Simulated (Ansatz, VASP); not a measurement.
WSe2: VASP beside Ansatz

```
Se W
1.0
     3.28549    0.00000    0.00000
    -1.64275    2.84532    0.00000
     0.00000    0.00000   24.23865
Se W
4 2
Direct
  0.33333 0.66667 0.18565
  0.33333 0.66667 0.32466
  0.55556 0.44444 0.51485
  0.55556 0.44444 0.65386
  0.66667 0.33333 0.25516
  0.88889 0.11111 0.58436
```

Alike in both runs: task single point; functional PBE; dispersion D3(BJ); k mesh 9 × 9 × 1; occupations gaussian, width 0.05 eV; no spin polarisation.

```csv
,VASP,Ansatz
version,VASP 6.6.1,Ansatz 0.2.0
potentials or method,"VASP PAW PBE potentials, release 64 (Se, W_sv), cutoff 520 eV","scalar-relativistic, plane waves, PAW"
valence electrons in the cell,52,92
```

VASP gave:

- gap on the k mesh at the Fermi level (eV): 1.65
- least direct gap on the mesh (eV): 1.67
- rms of the force components (eV/Å): 0.041

Estimate Ansatz's values.

gap on the k mesh at the Fermi level (eV): 1.65; least direct gap on the mesh (eV): 1.67; rms of the force components (eV/Å): 0.023.

VASP's potentials hold 52 valence electrons a cell and Ansatz's 92, so a difference there can come from the potentials and not from the codes.

Spin-orbit coupling is off throughout.
